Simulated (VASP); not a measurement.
WC:

```xyz
4
Lattice="0.0197 -0.0159 2.7496 2.8659 -0.0141 0.0202 -0.0245 5.1313 -0.0282" Properties=species:S:1:pos:R:3 pbc="T T T"
W     1.4454    2.5685    2.7695
W     0.0287    0.0754   -0.0269
C     1.4858    0.7900    1.3158
C     2.7785    3.3479    1.4438
```

* Program: VASP 6.6.1
* Task: relaxation of cell and atoms
* Functional: PBE
* Potentials or basis: VASP PAW PBE potentials, release 64 (W_sv, C)
* Cutoff: 600 eV
* k mesh: 8 × 8 × 4
* Occupations: gaussian, width 0.2 eV
* Spin: no spin polarisation

At the start: pressure 25.2 GPa; volume 10.11 Å³/atom.

Question: Where does the relaxation end?

Answer: Over 14 steps the energy falls by 160.6 meV/atom and the volume is 10.55 Å³/atom (+4.4 %); space group P-6m2 (No. 187, to 0.05 Å).

The path:
| step | energy change (eV) | largest force (eV/Å) | pressure (GPa) | volume (Å³) |
| --- | --- | --- | --- | --- |
| 1 | 0.0000 | 2.8963 | 25.23 | 40.43 |
| 2 | 1.1156 | 1.4201 | -44.23 | 50.26 |
| 3 | -0.5064 | 0.9855 | -10.48 | 43.55 |
| 4 | -0.5106 | 1.0933 | -8.29 | 43.30 |
| 5 | -0.5667 | 1.0916 | 8.88 | 41.30 |
| 6 | -0.6060 | 0.4917 | 1.55 | 42.05 |
| 7 | -0.6365 | 0.2552 | -0.04 | 42.22 |
| 8 | -0.6380 | 0.2259 | -0.43 | 42.27 |
| 9 | -0.6417 | 0.0822 | 0.48 | 42.15 |
| 10 | -0.6419 | 0.0505 | 0.30 | 42.17 |
| 11 | -0.6423 | 0.0304 | -0.47 | 42.26 |
| 12 | -0.6423 | 0.0301 | -0.36 | 42.24 |
| 13 | -0.6423 | 0.0196 | 0.38 | 42.17 |
| 14 | -0.6424 | 0.0218 | 0.04 | 42.20 |

Final structure:
```
CELL_PARAMETERS angstrom
-0.00017 0.00024 2.84596
2.92601 0.00011 -0.00008
0.00049 5.06779 -0.00037
ATOMIC_POSITIONS crystal
W 0.99995 0.49978 0.50014
W 0.00000 0.00023 0.00006
C 0.50032 0.50040 0.16656
C 0.49973 0.99959 0.66658
```
